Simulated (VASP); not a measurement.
# CdSe (P6_3mc) in VASP: notebook, part 2 of 2

VASP 6.6.1. Earlier steps stand in the parts before.

### 3 Single point, r2SCAN

POSCAR reads:

```
CdSe
1.0
    4.3407236659      0.0000000000      0.0000000000
   -2.1703618329      3.7591769655      0.0000000000
    0.0000000000      0.0000000000      7.0766459782
Cd Se
2 2
Direct
    0.3333333333      0.6666666667     -0.0004760038
    0.6666666667      0.3333333333      0.4995239962
    0.3333333333      0.6666666667      0.3754760038
    0.6666666667      0.3333333333      0.8754760038
```

INCAR.step1 reads:

```
SYSTEM = CdSe
  ALGO = Normal
  EDIFF = 1E-4
  ENCUT = 520
  GGA = PE
  ISMEAR = 0
  LASPH = .True.
  LCHARG = .False.
  LREAL = .False.
  LWAVE = .True.
  NBANDS = 26
  NELM = 100
  PREC = Accurate
  SIGMA = 0.01
```

INCAR.step2 reads:

```
SYSTEM = CdSe
  ALGO = Normal
  EDIFF = 1E-6
  ENCUT = 520
  ISIF = 2
  ISMEAR = 0
  ISTART = 1
  LASPH = .True.
  LCHARG = .True.
  LELF = .True.
  LMIXTAU = .True.
  LREAL = .False.
  LVHAR = .True.
  LWAVE = .False.
  METAGGA = R2SCAN
  NBANDS = 26
  NELM = 100
  PREC = Accurate
  SIGMA = 0.01
```

KPOINTS reads:

```
k-points
0
Gamma
  6 6 4
  0 0 0
```

Potentials or basis: VASP PAW PBE potentials, release 64 (Cd, Se).

Command:

```bash
$ cat potpaw_PBE.64/Cd/POTCAR potpaw_PBE.64/Se/POTCAR > POTCAR
$ cp INCAR.step1 INCAR
$ mpirun -np 1 vasp_std > vasp.out
$ cp INCAR.step2 INCAR
$ mpirun -np 1 vasp_std > vasp.out
```

OUTCAR:

```text
SYSTEM = CdSe
   EDIFF = 1E-6
   ENCUT = 520
   ISIF = 2
   ISMEAR = 0
   ISTART = 1
   LASPH = .True.
   LREAL = .False.
   METAGGA = R2SCAN
   NELM = 100
   PREC = Accurate

 ion  position               nearest neighbor table
   1  0.333  0.667  1.000-   4 2.66   4 2.66   4 2.66   3 2.66
   2  0.667  0.333  0.500-   3 2.66   3 2.66   3 2.66   4 2.66
   3  0.333  0.667  0.375-   2 2.66   2 2.66   2 2.66   1 2.66
   4  0.667  0.333  0.875-   1 2.66   1 2.66   1 2.66   2 2.66

  LATTYP: Found a hexagonal cell.
 ALAT       =     4.3407236659
 C/A-ratio  =     1.6302917492

  Lattice vectors:

 A1 = (   4.3407236659,   0.0000000000,   0.0000000000)
 A2 = (  -2.1703618329,   3.7591769655,   0.0000000000)
 A3 = (   0.0000000000,   0.0000000000,   7.0766459782)

Analysis of symmetry for initial positions (statically):
=====================================================================
 Subroutine PRICEL returns:
 Original cell was already a primitive cell.

 Routine SETGRP: Setting up the symmetry group for a
 hexagonal supercell.

 Subroutine GETGRP returns: Found 12 space group operations
 (whereof  6 operations were pure point group operations)
 out of a pool of 24 trial point group operations.

The static configuration has the point symmetry C_3v.
 The point group associated with its full space group is C_6v.

Analysis of symmetry for dynamics (positions and initial velocities):
=====================================================================
 Subroutine PRICEL returns:
 Original cell was already a primitive cell.

 Routine SETGRP: Setting up the symmetry group for a
 hexagonal supercell.

 Subroutine GETGRP returns: Found 12 space group operations
 (whereof  6 operations were pure point group operations)
 out of a pool of 24 trial point group operations.

The dynamic configuration has the point symmetry C_3v.
 The point group associated with its full space group is C_6v.

 Subroutine INISYM returns: Found 12 space group operations
 (whereof  6 operations are pure point group operations),
 and found     1 'primitive' translations

----------------------------------------------------------------------------------------

                                     Primitive cell

  volume of cell :     115.4735

  direct lattice vectors                    reciprocal lattice vectors
     4.340723666  0.000000000  0.000000000     0.230376333  0.133007838  0.000000000
    -2.170361833  3.759176966  0.000000000     0.000000000  0.266015676  0.000000000
     0.000000000  0.000000000  7.076645978     0.000000000  0.000000000  0.141309881

  length of vectors
     4.340723666  4.340723666  7.076645978     0.266015676  0.266015676  0.141309881

  position of ions in fractional coordinates (direct lattice)
     0.333333333  0.666666667  0.999523996
     0.666666667  0.333333333  0.499523996
     0.333333333  0.666666667  0.375476004
     0.666666667  0.333333333  0.875476004

  ion indices of the primitive-cell ions
   primitive index   ion index
                 1           1
                 2           2
                 3           3
                 4           4

----------------------------------------------------------------------------------------

 KPOINTS: k-points

Automatic generation of k-mesh.
 Grid dimensions read from file:
 generate k-points for:    6    6    4

 Generating k-lattice:

  Cartesian coordinates                     Fractional coordinates (reciprocal lattice)
     0.038396055  0.022167973  0.000000000     0.166666667  0.000000000  0.000000000
     0.000000000  0.044335946  0.000000000     0.000000000  0.166666667  0.000000000
     0.000000000  0.000000000  0.035327470     0.000000000  0.000000000  0.250000000

  Length of vectors
     0.044335946  0.044335946  0.035327470

  Shift w.r.t. Gamma in fractional coordinates (k-lattice)
     0.000000000  0.000000000  0.000000000

 Subroutine IBZKPT returns following result:
 ===========================================

 Found     21 irreducible k-points:

 Following reciprocal coordinates:
            Coordinates               Weight
  0.000000  0.000000  0.000000      1.000000
  0.166667  0.000000  0.000000      6.000000
  0.333333 -0.000000  0.000000      6.000000
  0.500000  0.000000  0.000000      3.000000
  0.166667  0.166667  0.000000      6.000000
  0.333333  0.166667  0.000000     12.000000
[... 13 lines left out ...]
  0.333333  0.166667  0.500000     12.000000
  0.333333  0.333333  0.500000      2.000000
   k-points           NKPTS =     21   k-points in BZ     NKDIM =     21   number of bands    NBANDS=     26
   number of dos      NEDOS =    301   number of ions     NIONS =      4
   total plane-waves  NPLWV =  55296
   dimension x,y,z NGX =    32 NGY =   32 NGZ =   54
   dimension x,y,z NGXF=    64 NGYF=   64 NGZF=  108
   ions per type =               2   2
   NGX,Y,Z   is equivalent  to a cutoff of  12.26, 12.26, 12.69 a.u.
   NGXF,Y,Z  is equivalent  to a cutoff of  24.51, 24.51, 25.37 a.u.
 SYSTEM =  CdSe
   PREC   = accura    normal or accurate (medium, high low for compatibility)
   ISTART =      1    job   : 0-new  1-cont  2-samecut
   ICHARG =      0    charge: 1-file 2-atom 10-const
   ISPIN  =      1    spin polarized calculation?
   LNONCOLLINEAR =      F non collinear calculations
   LSORBIT =      F    spin-orbit coupling
   LASPH  =      T    aspherical Exc in radial PAW
   ENCUT  =  520.0 eV  38.22 Ry    6.18 a.u.   8.07  8.07 13.16*2*pi/ulx,y,z
   NELM   =    100;   NELMIN=  2; NELMDL=  0     # of ELM steps
   EDIFF  = 0.1E-05   stopping-criterion for ELM
   LREAL  =      F    real-space projection
   EDIFFG = 0.1E-04   stopping-criterion for IOM
   NSW    =      0    number of steps for IOM
   IBRION =     -1    ionic relax: 0-MD 1-quasi-New 2-CG
   NFREE  =      0    steps in history (QN), initial steepest desc. (CG)
   ISIF   =      2    stress and relaxation
   ISYM   =      2    0-nonsym 1-usesym 2-fastsym
   POTIM  = 0.5000    time-step for ionic-motion
   TEBEG  =    0.0;   TEEND  =   0.0 temperature during run
   PSTRESS=    0.0 pullay stress
   NELECT =      36.0000    total number of electrons
   NUPDOWN=      -1.0000    fix difference up-down
   EMIN   =  10.00;   EMAX   =-10.00  energy-range for DOS
   EFERMI =   0.00;   METHOD = LEGACY
   ISMEAR =     0;   SIGMA  =   0.01  broadening in eV -4-tet -1-fermi 0-gaus
   EFERMI_NEDOS =   21; number of points for ismear=-14 and -15
   IALGO  =     38    algorithm
   IMIX   =      4    mixing-type and parameters
     AMIX     =   0.40;   BMIX     =  1.00
     AMIX_MAG =   1.60;   BMIX_MAG =  1.00
  volume/ion in A,a.u.               =      28.87       194.81
  Fermi-wavevector in a.u.,A,eV,Ry     =   1.110064  2.097718 16.765686  1.232243
  Thomas-Fermi vector in A             =   2.246612
   LORBIT       =      0    0 simple, 1 ext, 2 COOP (PROOUT), +10 PAW based schemes
   METAGGA = R2SCAN    functional components
   LHFCALC =     F    Hartree Fock is set to
   AEXX    =    0.0000 exact exchange contribution
   IVDW    =     0    specifies the selected vdW correction
   LEPSILON=     F    determine dielectric tensor
   LRPA    =     F    only Hartree local field effects (RPA)
 non-spin polarized calculation
 Gauss-broadening in eV      SIGMA  =   0.01
  energy-cutoff  :      520.00
  volume of cell :      115.47
 maximum number of plane-waves:      3126
   NGX = 17   NGY = 17   NGZ = 27

 number of electron      36.0000000 magnetization

 Free energy of the ion-electron system (eV)
  ---------------------------------------------------
  ext. energy  EPLUGINS =         0.00000000
  ---------------------------------------------------
  free energy    TOTEN  =       -71.82981974 eV

  energy without entropy =      -71.82981974  energy(sigma->0) =      -71.82981974

 E-fermi :   0.4870     XC(G=0):  -9.2961

 val. band max:        0.4435438008   @ k =   0.0000   0.0000   0.0000
 cond. band min:       1.5373014659   @ k =   0.0000   0.0000   0.0000
 fundamental gap:      1.0937576650
 Fermi energy:         0.4870103120

 k-point     1 :       0.0000    0.0000    0.0000
  band No.  band energies     occupation
      1     -12.4337      2.00000
      2     -12.0713      2.00000
      3      -7.6325      2.00000
      4      -7.6266      2.00000
      5      -7.6265      2.00000
      6      -7.5580      2.00000
[... 598 lines left out ...]
     25       9.8369      0.00000
     26       9.8379      0.00000

------------------------ aborting loop because EDIFF is reached ----------------------------------------

  FORCE on cell =-STRESS in cart. coord.  units (eV):
  Direction    XX          YY          ZZ          XY          YZ          ZX
  --------------------------------------------------------------------------------------
  -------------------------------------------------------------------------------------
  Total        0.1737922      0.1737922      0.1793773      0.0000000      0.0000000      0.0000000
  in kB        2.4113409      2.4113409      2.4888322      0.0000000      0.0000000      0.0000000
  external PRESSURE =       2.4371713 kB  Pullay stress =       0.0000000 kB

 VOLUME and BASIS-vectors are now :
 -----------------------------------------------------------------------------
  energy-cutoff  :      520.00
  volume of cell :      115.47
      direct lattice vectors                 reciprocal lattice vectors
     4.340723666  0.000000000  0.000000000     0.230376333  0.133007838  0.000000000
    -2.170361833  3.759176966  0.000000000     0.000000000  0.266015676  0.000000000
     0.000000000  0.000000000  7.076645978     0.000000000  0.000000000  0.141309881

 POSITION                                       TOTAL-FORCE (eV/Angst)
 -----------------------------------------------------------------------------------
     -0.00000      2.50612      7.07328         0.000000     -0.000000      0.000578
      2.17036      1.25306      3.53495         0.000000     -0.000000      0.000578
     -0.00000      2.50612      2.65711        -0.000000      0.000000     -0.000578
      2.17036      1.25306      6.19543        -0.000000      0.000000     -0.000578
 -----------------------------------------------------------------------------------
    total drift:                               -0.000000      0.000000     -0.003058

  FREE ENERGIE OF THE ION-ELECTRON SYSTEM (eV)
  ---------------------------------------------------
  free  energy   TOTEN  =       -71.8298197418 eV

  energy  without entropy=      -71.8298197418  energy(sigma->0) =      -71.82981974
```

Run time: 2.2 min. Hardware: 1 thread of Intel Xeon Platinum 8488C (Sapphire Rapids), shared host; peak memory 0.27 GiB.

Results:

| Quantity | Value |
| --- | --- |
| Free energy | -71.8298 eV |
| Pressure | 0.2 GPa |
| Band gap on the k mesh | 1.09 eV, direct |

Caveat: the PAW data sets were made with another functional, which shifts forces and pressure a little. r2SCAN opens gaps a little over a GGA but as a rule still falls short of measured ones.
